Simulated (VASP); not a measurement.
Here is a VASP 6.6.1 calculation.

Contents of POSCAR:

```
BaZrO3
1.0
    4.2860375000      0.0000000000      0.0000000000
    0.0000000000      4.2860375000      0.0000000000
    0.0000000000      0.0000000000      4.1815000000
Ba Zr O
1 1 3
Direct
    0.5000000000      0.5000000000      0.5000000000
    0.0000000000      0.0000000000      0.0000000000
    0.5000000000      0.0000000000      0.0000000000
    0.0000000000      0.5000000000      0.0000000000
    0.0000000000      0.0000000000      0.5000000000
```

INCAR.step1

```
SYSTEM = BaZrO3
PREC = Accurate
ENCUT = 520
ISMEAR = 0
SIGMA = 0.05
LREAL = .False.
LASPH = .True.
NELM = 60
NBANDS = 28
GGA = PE
ALGO = Normal
EDIFF = 1E-4
LWAVE = .True.
LCHARG = .False.
```

The input INCAR.step2:

```
SYSTEM = BaZrO3
PREC = Accurate
ENCUT = 520
EDIFF = 1E-6
ISMEAR = 0
SIGMA = 0.05
LREAL = .False.
LASPH = .True.
NELM = 60
ALGO = Normal
ISIF = 2
LWAVE = .False.
LCHARG = .False.
METAGGA = R2SCAN
LMIXTAU = .True.
NBANDS = 28
ISTART = 1
```

KPOINTS

```
regular mesh
0
Gamma
  6 6 6
  0 0 0
```

Potentials or basis: VASP PAW PBE potentials, release 64 (Ba_sv, Zr_sv, O).

Command:

```console
$ cat potpaw_PBE.64/Ba_sv/POTCAR potpaw_PBE.64/Zr_sv/POTCAR potpaw_PBE.64/O/POTCAR > POTCAR
$ cp INCAR.step1 INCAR
$ mpirun -np 1 vasp_std > vasp.out
$ cp INCAR.step2 INCAR
$ mpirun -np 1 vasp_std > vasp.out
```

Question: Estimate the band gap on the k mesh.

Answer: 3.51 eV, indirect (least direct gap 3.79 eV).

Question: What does it give for the pressure?

Answer: -3.9 GPa.

Stress tensor (GPa, compression positive):
```
-5.68  0.00  0.00
 0.00 -5.68  0.00
 0.00  0.00 -0.35
```

Caveat: the cell differs from its parent crystal (strain +0.0250 x Voigt [1, 1, 0, 0, 0, 0]); the PAW data sets were made with another functional, which shifts forces and pressure a little; spin-orbit coupling is left out, which moves the levels of the heavy elements. A k mesh can miss the band edges.
